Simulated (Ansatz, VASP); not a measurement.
## IrO2 in VASP and in Ansatz

```xyz
6
Lattice="4.5276 0.0000 0.0000 0.0000 4.5276 0.0000 0.0000 0.0000 3.1804" Properties=species:S:1:pos:R:3 pbc="T T T"
Ir    0.0000    0.0000    0.0000
Ir    2.2638    2.2638    1.5902
O     1.3973    1.3973    0.0000
O     0.8665    3.6611    1.5902
O     3.1303    3.1303    0.0000
O     3.6611    0.8665    1.5902
```

Alike in both runs: functional PBE; k mesh 4 × 4 × 6; occupations gaussian, width 0.05 eV; collinear spin.

Ansatz relaxed the structure, and its values are those at the end. VASP's run is a single point on that final structure, the one shown.

|  | VASP | Ansatz |
| --- | --- | --- |
| version | VASP 6.6.1 | Ansatz 0.2.0 |
| potentials or method | VASP PAW PBE potentials, release 64 (Ir_sv_GW, O), cutoff 700 eV | scalar-relativistic, plane waves, PAW |
| valence electrons in the cell | 58 | 58 |

|  | VASP | Ansatz | Ansatz less VASP |
| --- | --- | --- | --- |
| gap on the k mesh at the Fermi level (eV) | none | none | - |
| pressure (GPa) | -0.2 | 0.1 | +0.33 |
| rms of the force components (eV/Å) | 0.008 | 0.005 | -0.0037 |
| net moment per atom (μB) | 0.00 | 0.00 | -0.001 |

A gap of «none» marks a metal or a gap that the smearing closes. Ansatz's warnings: seeded moment not kept.

Spin-orbit coupling is off throughout.
